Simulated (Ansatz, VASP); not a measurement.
**Ag: VASP beside Ansatz**

```
Ag
1.0
     0.00000    2.03652    2.03652
     2.03652    0.00000    2.03652
     2.03652    2.03652    0.00000
Ag
1
Direct
  0.00000 0.00000 0.00000
```

Alike in both runs: functional PBE; dispersion D3(BJ); k mesh 18 × 18 × 18; occupations gaussian, width 0.1 eV; no spin polarisation.

Ansatz relaxed the structure, and its values are those at the end. VASP's run is a single point on that final structure, the one shown.

|  | VASP | Ansatz |
| --- | --- | --- |
| version | VASP 6.6.1 | Ansatz 0.2.0 |
| potentials or method | VASP PAW PBE potentials, release 64 (Ag), cutoff 520 eV | scalar-relativistic, plane waves, PAW |
| valence electrons in the cell | 11 | 19 |

Ansatz gave:

- gap on the k mesh at the Fermi level (eV): none
- pressure (GPa): 0.0

Which values does VASP return?

gap on the k mesh at the Fermi level (eV): none; pressure (GPa): -0.2.

A gap of «none» marks a metal or a gap that the smearing closes. VASP's potentials hold 11 valence electrons a cell and Ansatz's 19, so a difference there can come from the potentials and not from the codes.
